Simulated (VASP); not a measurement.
**CoAg9Au6: single point with PBE**

Crystal: CoAg9Au6.

```
Co Ag Au
1.0
    -4.08455    4.14527   -4.13830
     4.05535    4.11464    4.13687
     4.08331   -4.14384   -4.13563
Co Ag Au
1 9 6
Cartesian
  4.0757 -2.0814 -2.0783
  0.0049 -0.0060 -4.1549
  2.0632 -0.0148 -2.0790
  4.0624 2.0488 -2.0789
  4.0628 -0.0122 -0.0175
  -0.0086 2.0634 -2.0800
  4.0614 4.1086 4.1337
  -0.0220 6.1935 -2.0802
  2.0048 -0.0007 -6.2153
  -0.0206 4.1324 -0.0040
  2.0952 -2.0708 -4.1070
  1.9729 2.0532 -4.1884
  -1.9887 2.0739 -4.1886
  2.0732 4.1480 -2.0798
  1.9731 2.0531 0.0296
  6.0493 -0.0514 -2.0782
```

| Property | Result |
| --- | --- |
| Program | VASP 6.6.1 |
| Task | single point |
| Functional | PBE |
| Potentials or basis | VASP PAW PBE potentials, release 64 (Co, Ag, Au) |
| Cutoff | 520 eV |
| k mesh | 2 × 2 × 2, shifted |
| Occupations | gaussian, width 0.1 eV |
| Spin | collinear spin, ferromagnetic start |
| Starting moments | [3.0, 0.0, 0.0, 0.0, 0.0, 0.0, 0.0, 0.0, 0.0, 0.0, 0.0, 0.0, 0.0, 0.0, 0.0, 0.0] μB |
| Dipole correction | no |
| Further INCAR settings | LREAL = Auto; ALGO = Fast; EDIFF = 1e-06; NBANDS = 105; ISYM = 0 |

| Quantity | Value |
| --- | --- |
| Pressure | -0.2 GPa |
| Largest force | 0.018 eV/Å |
| Net moment | 2.06 μB per cell |
| Site moments | Co +1.96; Ag +0.00, +0.01 (each value once); Au -0.00, +0.01 (each value once) μB |
| Valence electrons inside the program's atomic spheres | Co 7.78; Ag 9.85, 9.86, 9.84 (each value once); Au 9.63 |

Forces in eV/Å, atoms in the order of the input:
```
Co   0.000  0.001  0.001
Ag  -0.003 -0.009  0.010
Ag  -0.004  0.000  0.001
Ag  -0.003  0.001  0.001
Ag   0.005  0.010  0.012
Ag   0.004  0.000  0.003
Ag  -0.004 -0.013 -0.012
Ag   0.001  0.001  0.001
Ag   0.002 -0.005 -0.003
Ag   0.003  0.010 -0.013
Au  -0.005 -0.002 -0.009
Au   0.002  0.005  0.013
Au  -0.005  0.000  0.007
Au   0.001 -0.016  0.000
Au   0.005 -0.001 -0.014
Au   0.002  0.017  0.001
```

Levels at points of the mesh, in eV from the Fermi level:
Spin up:
```csv
k point,band 86,band 87,band 88,band 89,band 90,band 91,band 92,band 93
"(0.25, 0.25, 0.25)",0.75,0.98,1.05,1.12,1.13,1.24,1.26,1.31
```
Spin down:
```csv
k point,band 84,band 85,band 86,band 87,band 88,band 89
"(0.25, 0.25, 0.25)",-0.06,0.80,0.88,1.08,1.18,1.25
```

It took 17 min on 1 thread of Intel Xeon 8259CL, on a shared host, peak memory 0.61 GiB.

Caveat: the k points lie up to 0.54 Å⁻¹ apart; spin-orbit coupling is left out, which moves the levels of the heavy elements.
